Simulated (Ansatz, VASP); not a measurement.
# Two plane-wave programs on SrGaSi

```
Sr Ga Si
1.0
     4.17958    0.00000    0.00000
    -2.08979    3.61962    0.00000
     0.00000    0.00000    4.73582
Sr Ga Si
1 1 1
Cartesian
  0.0000 0.0000 0.0000
  0.0000 2.4131 2.3679
  2.0898 1.2065 2.3679
```

Alike in both runs: task single point; functional LDA; k mesh 9 × 9 × 7; occupations fermi-dirac, width 0.1 eV; non-collinear spin, spin-orbit coupling.

```csv
,VASP,Ansatz
version,VASP 6.6.1,Ansatz 0.2.0
potentials or method,"VASP PAW LDA potentials, release 64 (Sr_sv, Ga_d, Si)","plane waves, PAW"
plane-wave cutoff (eV),500,420
valence electrons in the cell,27,27
```

|  | VASP | Ansatz | Ansatz less VASP |
| --- | --- | --- | --- |
| net moment per atom (μB) | 0.00 | 0.00 | 0.000 |

LDA's correlation is that of Perdew and Zunger in VASP and of Perdew and Wang (1992) in Ansatz.
